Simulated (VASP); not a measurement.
# GaN (F-43m) in VASP: notebook

GaN is run at these levels: LDA; tasks: vibrations by perturbation theory.

All numbers are computed with VASP 6.6.1; they aren't measurements. Logs are shortened: lines on timing, memory, paths and dates and some standing lists are left out, and cuts for length are marked.

### 1 The cell of the first run

Symmetry: F-43m, No. 216, cubic system. The conventional cell has a = 4.364 Å, b = 4.364 Å, c = 4.364 Å, α = 90.00°, β = 90.00°, γ = 90.00°. Within 2.5 Å of Ga (site symmetry -43m) lie 4 N at 1.89 Å. N (site symmetry -43m) has 4 Ga at 1.89 Å within 2.5 Å.

### 2 Vibrations by perturbation theory, LDA

Contents of INCAR:

```
ALGO = Normal ; EDIFF = 1E-8
ENCUT = 520 ; GGA = CA
IBRION = 8 ; ISIF = 2
ISMEAR = 0 ; LASPH = True
LCHARG = False ; LEPSILON = True
LREAL = False ; LWAVE = False
NBANDS = 16 ; NELM = 60
NSW = 1 ; PREC = Accurate
SIGMA = 0.01
```

Contents of KPOINTS:

```
k-points
0
Gamma
  10 10 10
```

Contents of POSCAR:

```
GaN
1.0
    0.0000000000      2.1820000000      2.1820000000
    2.1820000000      0.0000000000      2.1820000000
    2.1820000000      2.1820000000      0.0000000000
Ga N
1 1
Direct
    0.0000000000      0.0000000000      0.0000000000
    0.2500000000      0.2500000000      0.2500000000
```

Potentials or basis: VASP PAW LDA potentials, release 64 (Ga_d, N).

Command:

```
$ cat potpaw_LDA.64/Ga_d/POTCAR potpaw_LDA.64/N/POTCAR > POTCAR
$ mpirun -np 1 vasp_std > vasp.out
```

OUTCAR:

```text
EDIFF = 1E-8
   ENCUT = 520
   GGA = CA
   IBRION = 8
   ISIF = 2
   ISMEAR = 0
   LASPH = True
   LEPSILON = True
   LREAL = False
   NELM = 60
   NSW = 1
   PREC = Accurate

 ion  position               nearest neighbor table
   1  0.000  0.000  0.000-   2 1.89   2 1.89   2 1.89   2 1.89
   2  0.250  0.250  0.250-   1 1.89   1 1.89   1 1.89   1 1.89

  LATTYP: Found a face centered cubic cell.
 ALAT       =     4.3640000000

  Lattice vectors:

 A1 = (   0.0000000000,   2.1820000000,   2.1820000000)
 A2 = (   2.1820000000,   0.0000000000,   2.1820000000)
 A3 = (   2.1820000000,   2.1820000000,   0.0000000000)

Analysis of symmetry for initial positions (statically):
=====================================================================
 Subroutine PRICEL returns:
 Original cell was already a primitive cell.

 Routine SETGRP: Setting up the symmetry group for a
 face centered cubic supercell.

 Subroutine GETGRP returns: Found 24 space group operations
 (whereof 24 operations were pure point group operations)
 out of a pool of 48 trial point group operations.

The static configuration has the point symmetry T_d .

Analysis of symmetry for dynamics (positions and initial velocities):
=====================================================================
 Subroutine PRICEL returns:
 Original cell was already a primitive cell.

 Routine SETGRP: Setting up the symmetry group for a
 face centered cubic supercell.

 Subroutine GETGRP returns: Found 24 space group operations
 (whereof 24 operations were pure point group operations)
 out of a pool of 48 trial point group operations.

The dynamic configuration has the point symmetry T_d .

 Subroutine INISYM returns: Found 24 space group operations
 (whereof 24 operations are pure point group operations),
 and found     1 'primitive' translations

----------------------------------------------------------------------------------------

                                     Primitive cell

  volume of cell :      20.7775

  direct lattice vectors                    reciprocal lattice vectors
     0.000000000  2.182000000  2.182000000    -0.229147571  0.229147571  0.229147571
     2.182000000  0.000000000  2.182000000     0.229147571 -0.229147571  0.229147571
     2.182000000  2.182000000  0.000000000     0.229147571  0.229147571 -0.229147571

  length of vectors
     3.085813993  3.085813993  3.085813993     0.396895235  0.396895235  0.396895235

  position of ions in fractional coordinates (direct lattice)
     0.000000000  0.000000000  0.000000000
     0.250000000  0.250000000  0.250000000

  ion indices of the primitive-cell ions
   primitive index   ion index
                 1           1
                 2           2

----------------------------------------------------------------------------------------

 KPOINTS: k-points

Automatic generation of k-mesh.
 Grid dimensions read from file:
 generate k-points for:   10   10   10

 Generating k-lattice:

  Cartesian coordinates                     Fractional coordinates (reciprocal lattice)
    -0.022914757  0.022914757  0.022914757     0.100000000  0.000000000  0.000000000
     0.022914757 -0.022914757  0.022914757     0.000000000  0.100000000  0.000000000
[... 604 lines left out ...]
  ---------------------------------------------------
  free energy    TOTEN  =        -0.26797088 eV

  energy without entropy =       -0.26797088

------------------------ aborting loop because EDIFF is reached ----------------------------------------

--------------------------------------- Ionic step        2  -------------------------------------------

------------------------ aborting loop because EDIFF is reached ----------------------------------------

--------------------------------------- Ionic step        3  -------------------------------------------

------------------------ aborting loop because EDIFF is reached ----------------------------------------

 PIEZOELECTRIC TENSOR FIELD DIRECTION 3  (e Angst)
 -----------------------------------------------------------------------------
    -0.00121 -1.30039  0.00000           ( -0.00000 -0.11173  0.00000)
    -1.30039 -0.00121  0.00000           ( -0.11173 -0.00000  0.00000)
     0.00000  0.00000  0.00133           (  0.00000  0.00000 -0.00000)

 PIEZOELECTRIC TENSOR FIELD DIRECTION 3  (C/m^2)
 -----------------------------------------------------------------------------
    -0.00093 -1.00275  0.00000
    -1.00275 -0.00093  0.00000
     0.00000  0.00000  0.00103

--------------------------------------- Ionic step        4  -------------------------------------------

------------------------ aborting loop because EDIFF is reached ----------------------------------------

[... ionic steps 5 to 6 ...]

--------------------------------------- Ionic step        7  -------------------------------------------

 Free energy of the ion-electron system (eV)
  ---------------------------------------------------
  ---------------------------------------------------
  free energy    TOTEN  =        -0.23103763 eV

  energy without entropy =       -0.23103763

------------------------ aborting loop because EDIFF is reached ----------------------------------------

 INTERNAL STRAIN TENSOR  FOR ION    2  DIRECTION 1   (eV/Angst):
 -----------------------------------------------------------------------------
     0.00323  0.00000  0.00000
     0.00000 -0.00480-13.37919
     0.00000-13.37919 -0.00480

 MACROSCOPIC STATIC DIELECTRIC TENSOR (including local field effects in DFT)
 ------------------------------------------------------
           5.439295     0.000000    -0.000000
           0.000000     5.439295     0.000000
          -0.000000     0.000000     5.439295
 ------------------------------------------------------

 PIEZOELECTRIC TENSOR (including local field effects)  for field in x, y, z        (e  Angst)
          XX          YY          ZZ          XY          YZ          ZX
  --------------------------------------------------------------------------------
  x     0.00000    -0.00000    -0.00000     0.00000    -1.30286     0.00000
  y     0.00000     0.00000     0.00000     0.00000     0.00000    -1.30286
  z    -0.00000    -0.00000     0.00000    -1.30286     0.00000     0.00000

 PIEZOELECTRIC TENSOR (including local field effects)  for field in x, y, z        (C/m^2)
          XX          YY          ZZ          XY          YZ          ZX
  --------------------------------------------------------------------------------
  x     0.00000    -0.00000    -0.00000     0.00000    -1.00465     0.00000
  y     0.00000     0.00000     0.00000     0.00000     0.00000    -1.00465
  z    -0.00000    -0.00000     0.00000    -1.00465     0.00000     0.00000

 BORN EFFECTIVE CHARGES (including local field effects) (in |e|, cummulative output)
 ---------------------------------------------------------------------------------
 ion    1
    1     2.59475    -0.00000     0.00000
    2     0.00000     2.59475    -0.00000
    3     0.00000    -0.00000     2.59475
 ion    2
    1    -2.59475     0.00000    -0.00000
    2     0.00000    -2.59475     0.00000
    3    -0.00000     0.00000    -2.59475

 INTERNAL STRAIN TENSOR FOR ION    2 for displacements in x,y,z  (eV/Angst):
          X           Y           Z          XY          YZ          ZX
  --------------------------------------------------------------------------------
  x     0.00000     0.00000     0.00000     0.00000   -13.37919     0.00000
  y     0.00000     0.00000     0.00000     0.00000     0.00000   -13.37919
  z     0.00000     0.00000     0.00000   -13.37919     0.00000     0.00000

 SECOND DERIVATIVES (NOT SYMMETRIZED)
 ------------------------------------
               1X          1Y          1Z          2X          2Y          2Z
  1X   -15.979756    0.000000    0.000000   15.979756    0.000000    0.000000
  1Y     0.000000  -15.979756    0.000000    0.000000   15.979756    0.000000
  1Z     0.000000    0.000000  -15.979756    0.000000    0.000000   15.979756
  2X    16.002234    0.000000    0.000000  -16.002234   -0.000000   -0.000000
  2Y     0.000000   16.002234    0.000000   -0.000000  -16.002234   -0.000000
  2Z     0.000000    0.000000   16.002234   -0.000000   -0.000000  -16.002234

 Eigenvectors and eigenvalues of the dynamical matrix
 ----------------------------------------------------

   1 f  =   18.312492 THz   115.060782 2PiTHz  610.838991 cm-1    75.734349 meV
             X         Y         Z           dx          dy          dz
      0.000000  0.000000  0.000000     0.000000    0.394379    0.107227
      1.091000  1.091000  1.091000    -0.000000   -0.880699   -0.239451
[... 21 lines left out ...]
   6 f/i=    0.004801 THz     0.030164 2PiTHz    0.160134 cm-1     0.019854 meV
             X         Y         Z           dx          dy          dz
      0.000000  0.000000  0.000000    -0.000000    0.150362    0.900199
      1.091000  1.091000  1.091000    -0.000000    0.067333    0.403111

--------------------------------------------------------------------------------------------------------

 MACROSCOPIC STATIC DIELECTRIC TENSOR IONIC CONTRIBUTION
 ------------------------------------------------------
           3.666786     0.000000     0.000000
           0.000000     3.666786    -0.000000
           0.000000    -0.000000     3.666786
 ------------------------------------------------------

 ELASTIC MODULI CONTR FROM IONIC RELAXATION (kBar)
 Direction    XX          YY          ZZ          XY          YZ          ZX
 --------------------------------------------------------------------------------
 XX          -0.0000     -0.0000     -0.0000     -0.0000      0.0000      0.0000
 YY          -0.0000     -0.0000     -0.0000     -0.0000     -0.0000      0.0000
 ZZ          -0.0000     -0.0000     -0.0000     -0.0000     -0.0000      0.0000
 XY          -0.0000     -0.0000     -0.0000   -818.2248     -0.0000     -0.0000
 YZ           0.0000     -0.0000     -0.0000     -0.0000   -818.2248     -0.0000
 ZX           0.0000      0.0000      0.0000     -0.0000     -0.0000   -818.2248
 --------------------------------------------------------------------------------

 PIEZOELECTRIC TENSOR IONIC CONTR  for field in x, y, z        (C/m^2)
          XX          YY          ZZ          XY          YZ          ZX
  --------------------------------------------------------------------------------
  x    -0.00000     0.00000     0.00000     0.00000     1.62986     0.00000
  y    -0.00000    -0.00000    -0.00000     0.00000     0.00000     1.62986
  z     0.00000     0.00000     0.00000     1.62986     0.00000    -0.00000
```

Run time: 5.9 min. Hardware: 1 thread of Intel Xeon 8259CL, shared host; peak memory 0.26 GiB.

Results:

- Electronic dielectric tensor (diagonal): 5.44
- Born charges (mean of the diagonal): Ga +2.59; N -2.59 e
- Highest phonon frequency at Γ, LO-TO splitting left out: 611 cm⁻¹

Phonon frequencies in cm⁻¹ (negative: imaginary):
```
              q point        frequencies
(0.000, 0.000, 0.000)  0 0 0 611 611 611
```

Electronic dielectric tensor:
```
5.44 0.00 0.00
0.00 5.44 0.00
0.00 0.00 5.44
```

Born effective charge tensors (e):
atom 1, Ga
```
2.59 0.00 0.00
0.00 2.59 0.00
0.00 0.00 2.59
```
atom 2, N
```
-2.59  0.00  0.00
 0.00 -2.59  0.00
 0.00  0.00 -2.59
```

Caveat: the cell wasn't relaxed at this level first, which shifts response properties.

(Continued in part 2 of 2.)
